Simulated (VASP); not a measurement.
TiB2, 36 atoms in the cell. The structure is hexagonal, space group P6/mmm (No. 191). Conventional cell: a = 3.032 Å, b = 3.032 Å, c = 3.224 Å, α = 90.00°, β = 90.00°, γ = 120.00°. Within 3.1 Å of Ti (site symmetry 6/mmm) lie 12 B at 2.38 Å and 6 Ti at 3.03 Å. B (site symmetry -6m2) has 3 B at 1.75 Å and 6 Ti at 2.38 Å within 2.4 Å. 

| Property | Result |
| --- | --- |
| Program | VASP 6.6.1 |
| Task | single point |
| Functional | PBE |
| Potentials or basis | VASP PAW PBE potentials, release 64 (Ti_sv, B) |
| Cutoff | 520 eV |
| k mesh | 2 × 2 × 2 |
| Occupations | methfessel-paxton, width 0.1 eV |
| Spin | no spin polarisation |
| Dipole correction | no |
| Further INCAR settings | LREAL = Auto; ALGO = Normal; EDIFF = 1e-06; NBANDS = 132 |

Potentials or basis: VASP PAW PBE potentials, release 64 (Ti_sv, B).

The run is started by

```console
$ cat potpaw_PBE.64/Ti_sv/POTCAR potpaw_PBE.64/B/POTCAR > POTCAR
$ mpirun -np 1 vasp_std > vasp.out
```

Hardware: 1 thread of AMD EPYC 9R45 96-Core Processor (Zen 5), with other jobs on the host.

**Question.** Estimate the wall time of this run.

**Answer.** Run time: 6.9 min on 1 thread of AMD EPYC 9R45 96-Core Processor (Zen 5) (shared host), peak memory 0.47 GiB. Counts: scf iterations 15, k points 8.
